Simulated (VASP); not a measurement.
Input of a VASP 6.6.1 run:

POSCAR

```
FeO
1.0
    1.5176821100      0.8762341800      2.5157945800
   -1.5176821100      0.8762341800      2.5157945800
    0.0000000000     -1.7524683500      2.5157945800
Fe O
1 1
Direct
    0.0000000000      0.0000000000      0.0000000000
    0.5000000000      0.5000000000      0.5000000000
```

Contents of INCAR.step1:

```
ALGO = Normal ; EDIFF = 1E-6
ENCUT = 520 ; GGA = CA
GGA_COMPAT = F ; ISIF = 2
ISMEAR = -1 ; ISPIN = 2
LASPH = T ; LCHARG = T
LMAXMIX = 4 ; LORBIT = 11
LREAL = F ; LWAVE = F
MAGMOM = 3 0 ; NBANDS = 22
NEDOS = 2001 ; NELM = 200
PREC = Accurate ; SIGMA = 0.05
```

The input KPOINTS.step1:

```
k-points
0
Gamma
  11 11 11
```

Contents of INCAR.step2:

```
ALGO = Normal ; EDIFF = 1E-6
ENCUT = 520 ; GGA = CA
GGA_COMPAT = F ; ICHARG = 11
ISIF = 2 ; ISMEAR = -5
ISPIN = 2 ; LASPH = T
LCHARG = F ; LMAXMIX = 4
LORBIT = 11 ; LREAL = F
LWAVE = F ; MAGMOM = 3 0
NBANDS = 22 ; NEDOS = 2001
NELM = 200 ; PREC = Accurate
SIGMA = 0.05
```

Contents of KPOINTS.step2:

```
k-points
0
Gamma
  17 17 17
```

Potentials or basis: VASP PAW LDA potentials, release 64 (Fe_sv, O).

Command:

```sh
$ cat potpaw_LDA.64/Fe_sv/POTCAR potpaw_LDA.64/O/POTCAR > POTCAR
$ cp INCAR.step1 INCAR
$ cp KPOINTS.step1 KPOINTS
$ mpirun -np 1 vasp_std > vasp.out
$ cp INCAR.step2 INCAR
$ cp KPOINTS.step2 KPOINTS
$ mpirun -np 1 vasp_std > vasp.out
```

Problem. Estimate the net moment.

Solution. 3.99 μB per cell.

Problem. Estimate the site moments.

Solution. Fe +3.43; O +0.31 μB.

Caveat: a cell with one magnetic atom can't hold antiferromagnetic order, which such compounds often take.
